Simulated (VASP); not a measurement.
# Y (P6_3/mmc) in VASP: further runs

The runs below take Y through single point, with PBEsol.

Program: VASP 6.6.1. These are calculated values, not measurements. Logs are shortened: lines on timing, memory, paths and dates and some standing lists are left out, and cuts for length are marked.

## Step 1: The cell of the first run

The structure is hexagonal, space group P6_3/mmc (No. 194). The conventional cell has a = 3.647 Å, b = 3.647 Å, c = 5.731 Å, α = 90.00°, β = 90.00°, γ = 120.00°. Y (site symmetry -6m2) has 12 Y at 3.56 to 3.65 Å within 4.7 Å.

## Step 2: Single point, PBEsol

INCAR

```
PREC = Accurate
ENCUT = 520
EDIFF = 1E-6
ISMEAR = -1
SIGMA = 0.05
LREAL = F
LASPH = T
NELM = 60
ALGO = Normal
ISIF = 2
LWAVE = F
LCHARG = F
GGA = PS
NBANDS = 18
```

KPOINTS

```
Automatic mesh
0
Gamma
  8 8 5
```

POSCAR

```
Y
1.0
    3.6474000000      0.0000000000      0.0000000000
   -1.8237000000      3.1587410578      0.0000000000
    0.0000000000      0.0000000000      5.7306000000
Y
2
Direct
    0.6666666667      0.3333333333      0.7500000000
    0.3333333333      0.6666666667      0.2500000000
```

Potentials or basis: VASP PAW PBE potentials, release 64 (Y_sv).

On the command line:

```sh
cat potpaw_PBE.64/Y_sv/POTCAR > POTCAR
mpirun -np 1 vasp_std > vasp.out
```

OUTCAR:

```text
PREC = Accurate
   ENCUT = 520
   EDIFF = 1E-6
   ISMEAR = -1
   LREAL = F
   LASPH = T
   NELM = 60
   ISIF = 2
   GGA = PS

 ion  position               nearest neighbor table
   1  0.667  0.333  0.750-   2 3.56   2 3.56   2 3.56   2 3.56   2 3.56   2 3.56
   2  0.333  0.667  0.250-   1 3.56   1 3.56   1 3.56   1 3.56   1 3.56   1 3.56

  LATTYP: Found a hexagonal cell.
 ALAT       =     3.6474000000
 C/A-ratio  =     1.5711465702

  Lattice vectors:

 A1 = (   3.6474000000,   0.0000000000,   0.0000000000)
 A2 = (  -1.8237000000,   3.1587410578,   0.0000000000)
 A3 = (   0.0000000000,   0.0000000000,   5.7306000000)

Analysis of symmetry for initial positions (statically):
=====================================================================
 Subroutine PRICEL returns:
 Original cell was already a primitive cell.

 Routine SETGRP: Setting up the symmetry group for a
 hexagonal supercell.

 Subroutine GETGRP returns: Found 24 space group operations
 (whereof 12 operations were pure point group operations)
 out of a pool of 24 trial point group operations.

The static configuration has the point symmetry D_3d.
 The point group associated with its full space group is D_6h.

Analysis of symmetry for dynamics (positions and initial velocities):
=====================================================================
 Subroutine PRICEL returns:
 Original cell was already a primitive cell.

 Routine SETGRP: Setting up the symmetry group for a
 hexagonal supercell.

 Subroutine GETGRP returns: Found 24 space group operations
 (whereof 12 operations were pure point group operations)
 out of a pool of 24 trial point group operations.

The dynamic configuration has the point symmetry D_3d.
 The point group associated with its full space group is D_6h.

 Subroutine INISYM returns: Found 24 space group operations
 (whereof 12 operations are pure point group operations),
 and found     1 'primitive' translations

----------------------------------------------------------------------------------------

                                     Primitive cell

  volume of cell :      66.0233

  direct lattice vectors                    reciprocal lattice vectors
     3.647400000  0.000000000  0.000000000     0.274167900  0.158290911  0.000000000
    -1.823700000  3.158741058  0.000000000     0.000000000  0.316581822  0.000000000
     0.000000000  0.000000000  5.730600000     0.000000000  0.000000000  0.174501797

  length of vectors
     3.647400000  3.647400000  5.730600000     0.316581822  0.316581822  0.174501797

  position of ions in fractional coordinates (direct lattice)
     0.666666667  0.333333333  0.750000000
     0.333333333  0.666666667  0.250000000

  ion indices of the primitive-cell ions
   primitive index   ion index
                 1           1
                 2           2

----------------------------------------------------------------------------------------

 KPOINTS: Automatic mesh

Automatic generation of k-mesh.
 Grid dimensions read from file:
 generate k-points for:    8    8    5

 Generating k-lattice:

  Cartesian coordinates                     Fractional coordinates (reciprocal lattice)
     0.034270988  0.019786364  0.000000000     0.125000000 -0.000000000  0.000000000
     0.000000000  0.039572728  0.000000000     0.000000000  0.125000000  0.000000000
     0.000000000  0.000000000  0.034900359     0.000000000  0.000000000  0.200000000

  Length of vectors
     0.039572728  0.039572728  0.034900359

  Shift w.r.t. Gamma in fractional coordinates (k-lattice)
     0.000000000  0.000000000  0.000000000

 Subroutine IBZKPT returns following result:
 ===========================================

 Found     30 irreducible k-points:

 Following reciprocal coordinates:
            Coordinates               Weight
  0.000000  0.000000  0.000000      1.000000
  0.125000  0.000000  0.000000      6.000000
  0.250000  0.000000  0.000000      6.000000
  0.375000 -0.000000  0.000000      6.000000
  0.500000  0.000000  0.000000      3.000000
  0.125000  0.125000  0.000000      6.000000
[... 16 lines left out ...]
  0.250000  0.000000  0.400000     12.000000
  0.375000 -0.000000  0.400000     12.000000
 [... further k-points ...]
   k-points           NKPTS =     30   k-points in BZ     NKDIM =     30   number of bands    NBANDS=     18
   number of dos      NEDOS =    301   number of ions     NIONS =      2
   total plane-waves  NPLWV =  37632
   dimension x,y,z NGX =    28 NGY =   28 NGZ =   48
   dimension x,y,z NGXF=    56 NGYF=   56 NGZF=   96
   ions per type =               2
   NGX,Y,Z   is equivalent  to a cutoff of  12.76, 12.76, 13.92 a.u.
   NGXF,Y,Z  is equivalent  to a cutoff of  25.52, 25.52, 27.85 a.u.
 SYSTEM =  unknown system
   PREC   = accura    normal or accurate (medium, high low for compatibility)
   ISTART =      0    job   : 0-new  1-cont  2-samecut
   ICHARG =      2    charge: 1-file 2-atom 10-const
   ISPIN  =      1    spin polarized calculation?
   LNONCOLLINEAR =      F non collinear calculations
   LSORBIT =      F    spin-orbit coupling
   LASPH  =      T    aspherical Exc in radial PAW
   ENCUT  =  520.0 eV  38.22 Ry    6.18 a.u.   6.78  6.78 10.66*2*pi/ulx,y,z
   NELM   =     60;   NELMIN=  2; NELMDL= -5     # of ELM steps
   EDIFF  = 0.1E-05   stopping-criterion for ELM
   LREAL  =      F    real-space projection
   EDIFFG = 0.1E-04   stopping-criterion for IOM
   NSW    =      0    number of steps for IOM
   IBRION =     -1    ionic relax: 0-MD 1-quasi-New 2-CG
   NFREE  =      0    steps in history (QN), initial steepest desc. (CG)
   ISIF   =      2    stress and relaxation
   ISYM   =      2    0-nonsym 1-usesym 2-fastsym
   POTIM  = 0.5000    time-step for ionic-motion
   TEBEG  =    0.0;   TEEND  =   0.0 temperature during run
   PSTRESS=    0.0 pullay stress
   NELECT =      22.0000    total number of electrons
   NUPDOWN=      -1.0000    fix difference up-down
   EMIN   =  10.00;   EMAX   =-10.00  energy-range for DOS
   EFERMI =   0.00;   METHOD = LEGACY
   ISMEAR =    -1;   SIGMA  =   0.05  broadening in eV -4-tet -1-fermi 0-gaus
   EFERMI_NEDOS =   21; number of points for ismear=-14 and -15
   IALGO  =     38    algorithm
   IMIX   =      4    mixing-type and parameters
     AMIX     =   0.40;   BMIX     =  1.00
     AMIX_MAG =   1.60;   BMIX_MAG =  1.00
  volume/ion in A,a.u.               =      33.01       222.77
  Fermi-wavevector in a.u.,A,eV,Ry     =   1.134967  2.144777 17.526345  1.288150
  Thomas-Fermi vector in A             =   2.271671
   LORBIT       =      0    0 simple, 1 ext, 2 COOP (PROOUT), +10 PAW based schemes
   GGA     = PS    functional components
   LHFCALC =     F    Hartree Fock is set to
   AEXX    =    0.0000 exact exchange contribution
   IVDW    =     0    specifies the selected vdW correction
   LEPSILON=     F    determine dielectric tensor
   LRPA    =     F    only Hartree local field effects (RPA)
 non-spin polarized calculation
  energy-cutoff  :      520.00
  volume of cell :       66.02
 maximum number of plane-waves:      1791
 NGX is ok and might be reduce to    28
   NGX = 13   NGY = 13   NGZ = 21

 number of electron      22.0000001 magnetization

 Free energy of the ion-electron system (eV)
  ---------------------------------------------------
  ext. energy  EPLUGINS =         0.00000000
  ---------------------------------------------------
  free energy    TOTEN  =       -13.62061284 eV

  energy without entropy =      -13.58026389  energy(sigma->0) =      -13.60043836

 E-fermi :   2.8502     XC(G=0):  -9.5137

 val. band max:        2.8491837480   @ k =   0.2500   0.1250   0.0000
 cond. band min:       2.8969820091   @ k =   0.3750  -0.0000   0.0000
 fundamental gap:      0.0477982611
 Fermi energy:         2.8501979843

 k-point     1 :       0.0000    0.0000    0.0000
  band No.  band energies     occupation
      1     -39.7483      2.00000
      2     -39.6762      2.00000
      3     -20.0393      2.00000
      4     -19.5691      2.00000
      5     -19.5691      2.00000
      6     -19.4808      2.00000
[... 10 lines left out ...]
     17       5.6341      0.00000
     18       5.6341      0.00000

 k-point     2 :       0.1250    0.0000    0.0000
  band No.  band energies     occupation
      1     -39.7408      2.00000
      2     -39.6736      2.00000
      3     -20.0122      2.00000
      4     -19.6236      2.00000
      5     -19.5875      2.00000
      6     -19.5378      2.00000
[... 10 lines left out ...]
     17       5.3498      0.00000
     18       5.4830      0.00000

 k-point     3 :       0.2500    0.0000    0.0000
  band No.  band energies     occupation
      1     -39.7218      2.00000
      2     -39.6681      2.00000
      3     -19.9391      2.00000
      4     -19.7559      2.00000
      5     -19.6691      2.00000
      6     -19.6294      2.00000
[... 10 lines left out ...]
     17       6.0345      0.00000
     18       6.2883      0.00000

 k-point     4 :       0.3750   -0.0000    0.0000
  band No.  band energies     occupation
      1     -39.7002      2.00000
      2     -39.6650      2.00000
      3     -19.8887      2.00000
      4     -19.8454      2.00000
      5     -19.7928      2.00000
      6     -19.6691      2.00000
[... 375 lines left out ...]
      4     -19.6925      2.00000
      5     -19.5768      2.00000
      6     -19.5534      2.00000
[... 10 lines left out ...]
     17       6.6993      0.00000
     18       6.7730      0.00000

 k-point    23 :       0.2500    0.0000    0.4000
  band No.  band energies     occupation
      1     -39.7033      2.00000
      2     -39.6867      2.00000
      3     -19.8780      2.00000
      4     -19.7980      2.00000
      5     -19.6349      2.00000
      6     -19.5877      2.00000
[... 10 lines left out ...]
     17       6.7643      0.00000
     18       6.8747      0.00000

 k-point    24 :       0.3750   -0.0000    0.4000
  band No.  band energies     occupation
      1     -39.6881      2.00000
      2     -39.6772      2.00000
      3     -19.9575      2.00000
      4     -19.9145      2.00000
      5     -19.6403      2.00000
      6     -19.6212      2.00000
[... 10 lines left out ...]
     17       7.3195      0.00000
     18       7.4533      0.00000

 [... further k-points ...]
[... 5 lines left out ...]
  --------------------------------------------------------------------------------------
  -------------------------------------------------------------------------------------
  Total       -0.8161029     -0.8161029     -1.0060208      0.0000000      0.0000000      0.0000000
  in kB      -19.8042315    -19.8042315    -24.4129374      0.0000000      0.0000000      0.0000000
  external PRESSURE =     -21.3404668 kB  Pullay stress =       0.0000000 kB

 VOLUME and BASIS-vectors are now :
 -----------------------------------------------------------------------------
  energy-cutoff  :      520.00
  volume of cell :       66.02
      direct lattice vectors                 reciprocal lattice vectors
     3.647400000  0.000000000  0.000000000     0.274167900  0.158290911  0.000000000
    -1.823700000  3.158741058  0.000000000     0.000000000  0.316581822  0.000000000
     0.000000000  0.000000000  5.730600000     0.000000000  0.000000000  0.174501797

 POSITION                                       TOTAL-FORCE (eV/Angst)
 -----------------------------------------------------------------------------------
      1.82370      1.05291      4.29795         0.000000     -0.000000      0.000000
     -0.00000      2.10583      1.43265        -0.000000      0.000000      0.000000
 -----------------------------------------------------------------------------------
    total drift:                               -0.000000      0.000000     -0.000000

  FREE ENERGIE OF THE ION-ELECTRON SYSTEM (eV)
  ---------------------------------------------------
  free  energy   TOTEN  =       -13.6206128376 eV

  energy  without entropy=      -13.5802638878  energy(sigma->0) =      -13.60043836
```

Run time: 48 s. Hardware: 1 thread of Intel Xeon Platinum 8259CL at 2.50GHz (Skylake/Cascade Lake), shared host; peak memory 0.21 GiB.

Results:

* Free energy: -13.6206 eV
* Pressure: -2.1 GPa
* Band gap on the k mesh: zero (band 11 reaches 3.74 eV, above the bottom of band 12 at 2.42 eV)

Caveat: the PAW data sets were made with another functional, which shifts forces and pressure a little.

## Step 3: Single point, PBEsol

INCAR

```
SYSTEM = Y
ALGO     = Normal         ! electronic algorithm
EDIFF    = 1E-6           ! SCF threshold, eV
ENCUT    = 520            ! plane-wave cutoff, eV
GGA      = PS             ! functional
ISIF     = 2              ! what is computed and relaxed
ISMEAR   = -1             ! smearing method
LASPH    = .TRUE.         ! aspherical terms in the spheres
LCHARG   = .TRUE.         ! write CHGCAR
LELF     = .TRUE.         ! ELF
LREAL    = .FALSE.        ! projectors in reciprocal space
LVHAR    = .TRUE.       
LWAVE    = .FALSE.        ! write WAVECAR
NBANDS   = 18             ! bands
NELM     = 100            ! most SCF steps
PREC     = Accurate       ! precision mode
SIGMA    = 0.05           ! smearing width, eV
```

KPOINTS

```
k-points
0
G
  8 8 5
  0 0 0
```

POSCAR is that of step 2.

Potentials or basis: VASP PAW PBE potentials, release 64 (Y_sv).

On the command line:

```sh
cat potpaw_PBE.64/Y_sv/POTCAR > POTCAR
mpirun -np 1 vasp_std > vasp.out
```

OUTCAR:

```text
SYSTEM = Y
   EDIFF = 1E-6
   ENCUT = 520
   GGA = PS
   ISIF = 2
   ISMEAR = -1
   LASPH = .TRUE.
   LREAL = .FALSE.
   NELM = 100
   PREC = Accurate

 ion  position               nearest neighbor table
   1  0.667  0.333  0.750-   2 3.56   2 3.56   2 3.56   2 3.56   2 3.56   2 3.56
   2  0.333  0.667  0.250-   1 3.56   1 3.56   1 3.56   1 3.56   1 3.56   1 3.56

  LATTYP: Found a hexagonal cell.
 ALAT       =     3.6474000000
 C/A-ratio  =     1.5711465702

  Lattice vectors:

 A1 = (   3.6474000000,   0.0000000000,   0.0000000000)
 A2 = (  -1.8237000000,   3.1587410578,   0.0000000000)
 A3 = (   0.0000000000,   0.0000000000,   5.7306000000)

Analysis of symmetry for initial positions (statically):
=====================================================================
 Subroutine PRICEL returns:
 Original cell was already a primitive cell.

 Routine SETGRP: Setting up the symmetry group for a
 hexagonal supercell.

 Subroutine GETGRP returns: Found 24 space group operations
 (whereof 12 operations were pure point group operations)
 out of a pool of 24 trial point group operations.

The static configuration has the point symmetry D_3d.
 The point group associated with its full space group is D_6h.

[... 155 lines left out ...]
  ext. energy  EPLUGINS =         0.00000000
  ---------------------------------------------------
  free energy    TOTEN  =       -13.62061284 eV

  energy without entropy =      -13.58026389  energy(sigma->0) =      -13.60043836

 E-fermi :   2.8502     XC(G=0):  -9.5137

 val. band max:        2.8491837480   @ k =   0.2500   0.1250   0.0000
 cond. band min:       2.8969820091   @ k =   0.3750  -0.0000   0.0000
 fundamental gap:      0.0477982611
 Fermi energy:         2.8501979843

 k-point     1 :       0.0000    0.0000    0.0000
  band No.  band energies     occupation
      1     -39.7483      2.00000
      2     -39.6762      2.00000
      3     -20.0393      2.00000
      4     -19.5691      2.00000
      5     -19.5691      2.00000
      6     -19.4808      2.00000
[... 481 lines left out ...]
      5     -19.6403      2.00000
      6     -19.6212      2.00000
[... 10 lines left out ...]
     17       7.3195      0.00000
     18       7.4533      0.00000

 [... further k-points ...]
[... 5 lines left out ...]
  --------------------------------------------------------------------------------------
  -------------------------------------------------------------------------------------
  Total       -0.8161029     -0.8161029     -1.0060208      0.0000000      0.0000000      0.0000000
  in kB      -19.8042315    -19.8042315    -24.4129374      0.0000000      0.0000000      0.0000000
  external PRESSURE =     -21.3404668 kB  Pullay stress =       0.0000000 kB

 VOLUME and BASIS-vectors are now :
 -----------------------------------------------------------------------------
  energy-cutoff  :      520.00
  volume of cell :       66.02
      direct lattice vectors                 reciprocal lattice vectors
     3.647400000  0.000000000  0.000000000     0.274167900  0.158290911  0.000000000
    -1.823700000  3.158741058  0.000000000     0.000000000  0.316581822  0.000000000
     0.000000000  0.000000000  5.730600000     0.000000000  0.000000000  0.174501797

 POSITION                                       TOTAL-FORCE (eV/Angst)
 -----------------------------------------------------------------------------------
      1.82370      1.05291      4.29795         0.000000     -0.000000      0.000000
     -0.00000      2.10583      1.43265        -0.000000      0.000000      0.000000
 -----------------------------------------------------------------------------------
    total drift:                               -0.000000      0.000000     -0.000000

  FREE ENERGIE OF THE ION-ELECTRON SYSTEM (eV)
  ---------------------------------------------------
  free  energy   TOTEN  =       -13.6206128376 eV

  energy  without entropy=      -13.5802638878  energy(sigma->0) =      -13.60043836
```

Wall time 66 s (1 thread of Intel Xeon Platinum 8259CL at 2.50GHz (Skylake/Cascade Lake), shared host); peak memory 0.21 GiB.

What came out:

```yaml
Free_energy: -13.6206 eV
Pressure: -2.1 GPa
Band_gap_on_the_k_mesh: zero (band 11 reaches 3.74 eV, above the bottom of band 12 at 2.42 eV)
```

Levels at points of the mesh, in eV from the Fermi level:
```tsv
k point	band 9	band 10	band 11	band 12	band 13	band 14
(0.00, 0.00, 0.00)	-4.68	-1.86	0.89	1.75	1.75	2.03
(0.50, 0.00, 0.00)	-1.67	-1.17	-0.80	-0.09	1.39	1.47
```

Caveat: the PAW data sets were made with another functional, which shifts forces and pressure a little.
